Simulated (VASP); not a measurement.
Set up this calculation in VASP 6.6.1, as the native input.

```yaml
Task: single point
Functional: LDA
Potentials_or_basis: VASP PAW LDA potentials, release 64 (W_sv)
Cutoff: 520 eV
k_mesh: 12 × 12 × 12
Occupations: fermi-dirac, width 0.1 eV
Spin: no spin polarisation
Dipole_correction: no
Further_INCAR_settings: ALGO = Normal; EDIFF = 1e-06; NBANDS = 13
```

The structure of W lies in POSCAR:

```
W
1.0
    0.0000000000      1.9743553172      1.9743553172
    1.9743553172      0.0000000000      1.9743553172
    1.9743553172      1.9743553172      0.0000000000
W
1
Direct
    0.0000000000      0.0000000000      0.0000000000
```

The input as run:

INCAR

```
SYSTEM = W
  ALGO = Normal
  EDIFF = 1E-6
  ENCUT = 520
  GGA = CA
  ISIF = 2
  ISMEAR = -1
  LASPH = .TRUE.
  LCHARG = .FALSE.
  LREAL = .FALSE.
  LWAVE = .FALSE.
  NBANDS = 13
  NELM = 100
  PREC = Accurate
  SIGMA = 0.1
```

KPOINTS

```
k-points
0
G
  12 12 12
  0 0 0
```

Potentials or basis: VASP PAW LDA potentials, release 64 (W_sv).

Command:

```console
$ cat potpaw_LDA.64/W_sv/POTCAR > POTCAR
$ mpirun -np 1 vasp_std > vasp.out
```

Results of the run:

```json
{
  "Pressure": "7.6 GPa",
  "Band gap on the k mesh": "zero (band 7 reaches 14.85 eV, above the bottom of band 8 at 10.60 eV)"
}
```

Caveat: spin-orbit coupling is left out, which moves the levels of the heavy elements.

Run time: 23 s on 1 thread of AMD EPYC 7R43 64-Core Processor (Zen 3) (shared host), peak memory 0.1 GiB.
